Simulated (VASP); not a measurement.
Here is a VASP 6.6.1 calculation.

File INCAR:

```
PREC     = Accurate       # precision mode
ENCUT    = 520            # plane-wave cutoff, eV
EDIFF    = 1E-7           # SCF threshold, eV
ISMEAR   = 0              # smearing method
SIGMA    = 0.15           # smearing width, eV
LREAL    = F              # projectors in reciprocal space
LASPH    = T              # aspherical terms in the spheres
NELM     = 60             # most SCF steps
ALGO     = Normal         # electronic algorithm
ISIF     = 2              # what is computed and relaxed
LWAVE    = F              # write WAVECAR
LCHARG   = T              # write CHGCAR
GGA      = PS             # functional
LELF     = T              # ELF
LVHAR    = T            
NBANDS   = 22             # bands
```

File KPOINTS:

```
regular mesh
0
Gamma
  10 10 10
```

Contents of POSCAR:

```
GaSb3
1.0
    0.0000000000      3.6466703981      4.0478041419
    3.6466703981      0.0000000000      4.0478041419
    3.6466703981      3.6466703981      0.0000000000
Ga Sb
1 3
Direct
    0.0000000000      0.0000000000      0.0000000000
    0.2500000000      0.2500000000      0.2500000000
    0.7500000000      0.7500000000      0.7500000000
    0.5000000000      0.5000000000      0.5000000000
```

Potentials or basis: VASP PAW PBE potentials, release 64 (Ga_d, Sb).

Run with:

```console
$ cat potpaw_PBE.64/Ga_d/POTCAR potpaw_PBE.64/Sb/POTCAR > POTCAR
$ mpirun -np 1 vasp_std > vasp.out
```

(1) What does it give for the pressure?

(2) Predict the band gap on the k mesh.

## Answers

(1) -4.7 GPa.

(2) zero (bands 14 and 15 overlap by 3.93 eV).

Caveat: the cell differs from its parent crystal (engineering shear strain xz +0.0000, normal strain along z +0.1100); the cell stands under tension; the PAW data sets were made with another functional, which shifts forces and pressure a little; spin-orbit coupling is left out, which moves the levels of the heavy elements.
